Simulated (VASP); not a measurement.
# MgC2 (P4_2/mnm) in VASP: further runs

The runs below take MgC2 through single point, relaxation of cell and atoms, with revPBE, BLYP, LDA.

Everything below comes from runs of VASP 6.6.1. Logs are shortened: lines on timing, memory, paths and dates and some standing lists are left out, and cuts for length are marked.

### Step 1. The cell of the first run

It takes space group P4_2/mnm (No. 136, tetragonal). Conventional cell: a = 3.973 Å, b = 3.973 Å, c = 5.051 Å, α = 90.00°, β = 90.00°, γ = 90.00°. Within 2.9 Å of Mg (site symmetry mmm) lie 10 C at 2.18 to 2.88 Å. Within 1.7 Å of C (site symmetry m2m) lie 1 C at 1.26 Å.

### Step 2. Single point, revPBE

Input file INCAR:

```
SYSTEM = MgC2
ALGO = Normal
EDIFF = 1E-6
ENCUT = 520
GGA = RE
ISIF = 2
ISMEAR = -1
LASPH = .True.
LCHARG = .True.
LELF = .True.
LREAL = .False.
LVHAR = .True.
LWAVE = .False.
NBANDS = 19
NELM = 60
PREC = Accurate
SIGMA = 0.05
```

Input file KPOINTS:

```
k-points
0
Gamma
  5 5 5
  0 0 0
```

Input file POSCAR:

```
MgC2
1.0
    3.9732298753      0.0000000000      0.0000000000
    0.0000000000      3.9732298753      0.0000000000
    0.0000000000      0.0000000000      5.0510928185
Mg C
2 4
Direct
    0.0000000000      0.0000000000      0.5000000000
    0.5000000000      0.5000000000      0.0000000000
    0.3881094285      0.6118905715      0.5000000000
    0.1118905715      0.1118905715      0.0000000000
    0.6118905715      0.3881094285      0.5000000000
    0.8881094285      0.8881094285      0.0000000000
```

Potentials or basis: VASP PAW PBE potentials, release 64 (Mg, C).

Run with:

```bash
$ cat potpaw_PBE.64/Mg/POTCAR potpaw_PBE.64/C/POTCAR > POTCAR
$ mpirun -np 1 vasp_std > vasp.out
```

OUTCAR:

```text
SYSTEM = MgC2
   EDIFF = 1E-6
   ENCUT = 520
   GGA = RE
   ISIF = 2
   ISMEAR = -1
   LASPH = .True.
   LREAL = .False.
   NELM = 60
   PREC = Accurate

 ion  position               nearest neighbor table
   1  0.000  0.000  0.500-   3 2.18   5 2.18   4 2.60   6 2.60   4 2.60   6 2.60
   2  0.500  0.500  0.000-   4 2.18   6 2.18   5 2.60   3 2.60   3 2.60   5 2.60
   3  0.388  0.612  0.500-   5 1.26   1 2.18   2 2.60   2 2.60
   4  0.112  0.112  0.000-   6 1.26   2 2.18   1 2.60   1 2.60
   5  0.612  0.388  0.500-   3 1.26   1 2.18   2 2.60   2 2.60
   6  0.888  0.888  0.000-   4 1.26   2 2.18   1 2.60   1 2.60

  LATTYP: Found a simple tetragonal cell.
 ALAT       =     3.9732298753
 C/A-ratio  =     1.2712812943

  Lattice vectors:

 A1 = (   3.9732298753,   0.0000000000,   0.0000000000)
 A2 = (   0.0000000000,   3.9732298753,   0.0000000000)
 A3 = (   0.0000000000,   0.0000000000,   5.0510928185)

Analysis of symmetry for initial positions (statically):
=====================================================================
 Subroutine PRICEL returns:
 Original cell was already a primitive cell.

 Routine SETGRP: Setting up the symmetry group for a
 simple tetragonal supercell.

 Subroutine GETGRP returns: Found 16 space group operations
 (whereof  8 operations were pure point group operations)
 out of a pool of 16 trial point group operations.

The static configuration has the point symmetry D_2h.
 The point group associated with its full space group is D_4h.

Analysis of symmetry for dynamics (positions and initial velocities):
=====================================================================
 Subroutine PRICEL returns:
 Original cell was already a primitive cell.

 Routine SETGRP: Setting up the symmetry group for a
 simple tetragonal supercell.

 Subroutine GETGRP returns: Found 16 space group operations
 (whereof  8 operations were pure point group operations)
 out of a pool of 16 trial point group operations.

The dynamic configuration has the point symmetry D_2h.
 The point group associated with its full space group is D_4h.

 Subroutine INISYM returns: Found 16 space group operations
 (whereof  8 operations are pure point group operations),
 and found     1 'primitive' translations

----------------------------------------------------------------------------------------

                                     Primitive cell
[... 93 lines left out ...]
   LREAL  =      F    real-space projection
   EDIFFG = 0.1E-04   stopping-criterion for IOM
   NSW    =      0    number of steps for IOM
   IBRION =     -1    ionic relax: 0-MD 1-quasi-New 2-CG
   NFREE  =      0    steps in history (QN), initial steepest desc. (CG)
   ISIF   =      2    stress and relaxation
   ISYM   =      2    0-nonsym 1-usesym 2-fastsym
   POTIM  = 0.5000    time-step for ionic-motion
   TEBEG  =    0.0;   TEEND  =   0.0 temperature during run
   PSTRESS=    0.0 pullay stress
   NELECT =      20.0000    total number of electrons
   NUPDOWN=      -1.0000    fix difference up-down
   EMIN   =  10.00;   EMAX   =-10.00  energy-range for DOS
   EFERMI =   0.00;   METHOD = LEGACY
   ISMEAR =    -1;   SIGMA  =   0.05  broadening in eV -4-tet -1-fermi 0-gaus
   EFERMI_NEDOS =   21; number of points for ismear=-14 and -15
   IALGO  =     38    algorithm
   IMIX   =      4    mixing-type and parameters
     AMIX     =   0.40;   BMIX     =  1.00
     AMIX_MAG =   1.60;   BMIX_MAG =  1.00
  volume/ion in A,a.u.               =      13.29        89.68
  Fermi-wavevector in a.u.,A,eV,Ry     =   1.032430  1.951010 14.502607  1.065912
  Thomas-Fermi vector in A             =   2.166627
   LORBIT       =      0    0 simple, 1 ext, 2 COOP (PROOUT), +10 PAW based schemes
   GGA     = RE    functional components
   LHFCALC =     F    Hartree Fock is set to
   AEXX    =    0.0000 exact exchange contribution
   IVDW    =     0    specifies the selected vdW correction
   LEPSILON=     F    determine dielectric tensor
   LRPA    =     F    only Hartree local field effects (RPA)
 non-spin polarized calculation
  energy-cutoff  :      520.00
  volume of cell :       79.74
 maximum number of plane-waves:      2186
 NGX is ok and might be reduce to    30
   NGX = 15   NGY = 15   NGZ = 19

 number of electron      20.0000001 magnetization

 Free energy of the ion-electron system (eV)
  ---------------------------------------------------
  ext. energy  EPLUGINS =         0.00000000
  ---------------------------------------------------
  free energy    TOTEN  =       -35.77887329 eV

  energy without entropy =      -35.77887329  energy(sigma->0) =      -35.77887329

 E-fermi :   2.1043     XC(G=0):  -9.2649

 val. band max:        0.9843291890   @ k =   0.4000   0.4000   0.4000
 cond. band min:       3.7616327166   @ k =   0.0000   0.0000   0.0000
 fundamental gap:      2.7773035277
 Fermi energy:         2.1042841963

 k-point     1 :       0.0000    0.0000    0.0000
  band No.  band energies     occupation
      1     -11.7796      2.00000
      2     -10.9710      2.00000
      3      -2.2698      2.00000
      4      -2.0022      2.00000
      5      -2.0022      2.00000
      6      -1.8482      2.00000
[... 373 lines left out ...]
      6      -1.2999      2.00000
[... 11 lines left out ...]
     18      11.6837      0.00000
     19      11.8821      0.00000

------------------------ aborting loop because EDIFF is reached ----------------------------------------

  FORCE on cell =-STRESS in cart. coord.  units (eV):
  Direction    XX          YY          ZZ          XY          YZ          ZX
  --------------------------------------------------------------------------------------
  -------------------------------------------------------------------------------------
  Total        0.0007084      0.0007084     -0.1293785      0.0000000      0.0000000      0.0000000
  in kB        0.0142342      0.0142342     -2.5995603      0.0000000      0.0000000      0.0000000
  external PRESSURE =      -0.8570306 kB  Pullay stress =       0.0000000 kB

 VOLUME and BASIS-vectors are now :
 -----------------------------------------------------------------------------
  energy-cutoff  :      520.00
  volume of cell :       79.74
      direct lattice vectors                 reciprocal lattice vectors
     3.973229875  0.000000000  0.000000000     0.251684406  0.000000000  0.000000000
     0.000000000  3.973229875  0.000000000     0.000000000  0.251684406  0.000000000
     0.000000000  0.000000000  5.051092818     0.000000000  0.000000000  0.197976960

 POSITION                                       TOTAL-FORCE (eV/Angst)
 -----------------------------------------------------------------------------------
      0.00000      0.00000      2.52555         0.000000      0.000000      0.000000
      1.98661      1.98661      0.00000         0.000000      0.000000      0.000000
      1.54205      2.43118      2.52555        -0.112122      0.112122      0.000000
      0.44457      0.44457      0.00000         0.112122      0.112122      0.000000
      2.43118      1.54205      2.52555         0.112122     -0.112122     -0.000000
      3.52866      3.52866      0.00000        -0.112122     -0.112122     -0.000000
 -----------------------------------------------------------------------------------
    total drift:                               -0.000000      0.000000      0.000000

  FREE ENERGIE OF THE ION-ELECTRON SYSTEM (eV)
  ---------------------------------------------------
  free  energy   TOTEN  =       -35.7788732935 eV

  energy  without entropy=      -35.7788732934  energy(sigma->0) =      -35.77887329
```

stdout:

```text
POSCAR found type information on POSCAR MgC
 POSCAR found :  2 types and       6 ions
 scaLAPACK will be used
 -----------------------------------------------------------------------------
|                                                                             |
|                                                                             |
|     You enforced a specific xc type in the INCAR file but a different       |
|     I HOPE YOU KNOW WHAT YOU ARE DOING!                                     |
|                                                                             |
 -----------------------------------------------------------------------------

 LDA part: xc-table for (Slater+PW92), standard interpolation
 POSCAR, INCAR and KPOINTS ok, starting setup
 FFT: planning ... GRIDC
 FFT: planning ... GRID_SOFT
 FFT: planning ... GRID
 WAVECAR not read
 entering main loop
```

Wall time 54 s (1 thread of Intel Xeon 8259CL, shared host); peak memory 0.18 GiB.

Results:

```yaml
Free_energy: -35.7789 eV
Pressure: -0.1 GPa
Largest_force: 0.159 eV/Å
Band_gap_on_the_k_mesh: 2.78 eV (least direct gap 3.08 eV)
```

Forces in eV/Å, atoms in the order of the input:
```
Mg   0.000  0.000  0.000
Mg   0.000  0.000  0.000
C   -0.112  0.112  0.000
C    0.112  0.112  0.000
C    0.112 -0.112  0.000
C   -0.112 -0.112  0.000
```

Caveat: the PAW data sets were made with another functional, which shifts forces and pressure a little. A k mesh can miss the band edges.

### Step 3. Single point, BLYP

This run uses another cell than the first one, of 13.34 Å³/atom.

Input file INCAR:

```
SYSTEM = MgC2
PREC     = Accurate       ! precision mode
ENCUT    = 520            ! plane-wave cutoff, eV
EDIFF    = 1E-7           ! SCF threshold, eV
ISMEAR   = -1             ! smearing method
SIGMA    = 0.05           ! smearing width, eV
LREAL    = .FALSE.        ! projectors in reciprocal space
LASPH    = .TRUE.         ! aspherical terms in the spheres
NELM     = 80             ! most SCF steps
ALGO     = Normal         ! electronic algorithm
ISIF     = 2              ! what is computed and relaxed
LWAVE    = .FALSE.        ! write WAVECAR
LCHARG   = .FALSE.        ! write CHGCAR
GGA      = B5             ! functional
ALDAX    = 1.0          
AGGAX    = 1.0          
AGGAC    = 1.0          
ALDAC    = 0.0          
NBANDS   = 19             ! bands
```

Input file KPOINTS:

```
Automatic mesh
0
G
  5 5 5
  0 0 0
```

Input file POSCAR:

```
MgC2
1.0
    3.9559016444      0.0000000000      0.0000000000
    0.0000000000      3.9559016444      0.0000000000
    0.0000000000      0.0000000000      5.1132116414
Mg C
2 4
Direct
    0.0000000000      0.0000000000      0.5000000000
    0.5000000000      0.5000000000      0.0000000000
    0.3883162368      0.6116837632      0.5000000000
    0.1116837632      0.1116837632      0.0000000000
    0.6116837632      0.3883162368      0.5000000000
    0.8883162368      0.8883162368      0.0000000000
```

Potentials or basis: VASP PAW PBE potentials, release 64 (Mg, C).

Run with:

```bash
$ cat potpaw_PBE.64/Mg/POTCAR potpaw_PBE.64/C/POTCAR > POTCAR
$ mpirun -np 1 vasp_std > vasp.out
```

Wall time 78 s (1 thread of Intel Xeon 8259CL, shared host); peak memory 0.18 GiB.

Results (log left out):

```
Free energy            : -34.9809 eV
Pressure               : -0.1 GPa
Largest force          : 0.006 eV/Å
Band gap on the k mesh : 3.02 eV (least direct gap 3.23 eV)
```

Forces in eV/Å, atoms in the order of the input:
```
Mg   0.000  0.000  0.000
Mg   0.000  0.000  0.000
C   -0.004  0.004  0.000
C    0.004  0.004  0.000
C    0.004 -0.004  0.000
C   -0.004 -0.004  0.000
```

Levels at points of the mesh, in eV from the valence-band top:
```csv
k point,band 7,band 8,band 9,band 10,band 11,band 12,band 13,band 14
"(0.00, 0.00, 0.00)",-1.32,-0.23,-0.21,-0.21,3.02,5.36,5.90,5.90
```

Caveat: the PAW data sets were made with another functional, which shifts forces and pressure a little. A k mesh can miss the band edges.

### Step 4. Relaxation of cell and atoms, LDA, target pressure 2 GPa, at which the enthalpy is minimised

This run uses another cell than the first one, of 12.97 Å³/atom.

Input file INCAR:

```
SYSTEM = MgC2
ALGO = Normal
EDIFF = 1E-7
EDIFFG = -0.01
ENCUT = 600
GGA = CA
IBRION = 2
ISIF = 3
ISMEAR = -1
LASPH = .True.
LCHARG = .False.
LREAL = .False.
LWAVE = .False.
NELM = 60
NSW = 60
PREC = Accurate
PSTRESS = 20.0
SIGMA = 0.05
```

Input file KPOINTS:

```
k-points
0
Gamma
  5 5 5
  0 0 0
```

Input file POSCAR:

```
MgC2
1.0
    3.9507770000      0.0000000000      0.0000000000
    0.0000000000      3.9507770000      0.0000000000
    0.0000000000      0.0000000000      4.9870890000
Mg C
2 4
Direct
    0.0000000000      0.0000000000      0.5000000000
    0.5000000000      0.5000000000      0.0000000000
    0.3876550000      0.6123450000      0.5000000000
    0.1123450000      0.1123450000      0.0000000000
    0.6123450000      0.3876550000      0.5000000000
    0.8876550000      0.8876550000      0.0000000000
```

Potentials or basis: VASP PAW LDA potentials, release 64 (Mg, C).

Run with:

```bash
$ cat potpaw_LDA.64/Mg/POTCAR potpaw_LDA.64/C/POTCAR > POTCAR
$ mpirun -np 1 vasp_std > vasp.out
```

Wall time 5.2 min (1 thread of Intel Xeon 8259CL, shared host); peak memory 0.19 GiB.

Results (log left out):

* Free energy: -41.1901 eV
* Relaxed volume: 11.82 Å³/atom
* Relaxed cell: a = 3.859 Å, b = 3.859 Å, c = 4.762 Å, α = 90.00°, β = 90.00°, γ = 90.00°
* Space group after relaxing (to 0.1 Å): P4_2/mnm (No. 136)
* Energy change on relaxing (the run minimises the enthalpy): -14.7 meV/atom
* Ionic steps: 23
* Pressure after relaxing: 1.9 GPa
* Band gap on the k mesh: 2.20 eV (least direct gap 2.52 eV)

Forces on the atoms (eV/Å):
```
Mg   0.000  0.000  0.000
Mg   0.000  0.000  0.000
C   -0.002  0.002  0.000
C    0.002  0.002  0.000
C    0.002 -0.002  0.000
C   -0.002 -0.002  0.000
```

Stress tensor (GPa, compression positive):
```
1.87 0.00 0.00
0.00 1.87 0.00
0.00 0.00 2.07
```

Step by step:
```csv
step,energy change (eV),largest force (eV/Å),pressure (GPa),volume (Å³)
1,0.0000,0.3794,-6.00,77.84
2,0.3274,6.6461,12.34,70.77
3,-0.0396,1.5457,-0.92,75.44
4,-0.0907,0.2377,1.15,72.19
5,-0.0845,0.0962,1.81,71.37
6,-0.0844,0.0144,2.15,71.18
7,-0.0814,0.2757,2.96,70.74
8,-0.0819,0.1976,2.87,70.70
9,-0.0820,0.0345,2.61,70.57
10,-0.0816,0.1160,2.52,70.52
11,-0.0820,0.0929,2.51,70.53
12,-0.0830,0.0238,2.49,70.56
13,-0.0837,0.1145,2.48,70.62
14,-0.0835,0.0413,2.48,70.59
15,-0.0845,0.0274,2.27,70.65
16,-0.0848,0.0525,2.20,70.68
17,-0.0858,0.0203,2.14,70.75
18,-0.0866,0.0116,2.09,70.81
19,-0.0868,0.0157,2.08,70.82
20,-0.0871,0.0047,2.01,70.85
21,-0.0875,0.0241,1.95,70.88
22,-0.0877,0.0178,1.95,70.89
23,-0.0881,0.0023,1.93,70.93
```

Final structure:
```
CELL_PARAMETERS angstrom
3.85941 0.00000 0.00000
0.00000 3.85941 0.00000
0.00000 0.00000 4.76166
ATOMIC_POSITIONS crystal
Mg 0.00000 0.00000 0.50000
Mg 0.50000 0.50000 0.00000
C 0.38607 0.61393 0.50000
C 0.11393 0.11393 0.00000
C 0.61393 0.38607 0.50000
C 0.88607 0.88607 0.00000
```

Levels at points of the mesh, in eV from the valence-band top:
```csv
k point,band 7,band 8,band 9,band 10,band 11,band 12,band 13,band 14
"(0.00, 0.00, 0.00)",-1.33,-0.49,-0.32,-0.32,2.20,5.29,5.49,5.49
```

Caveat: the cell is relaxed towards a set pressure, so the run minimises the enthalpy, not the energy. A k mesh can miss the band edges.

(Part 1 of 2 ends here.)
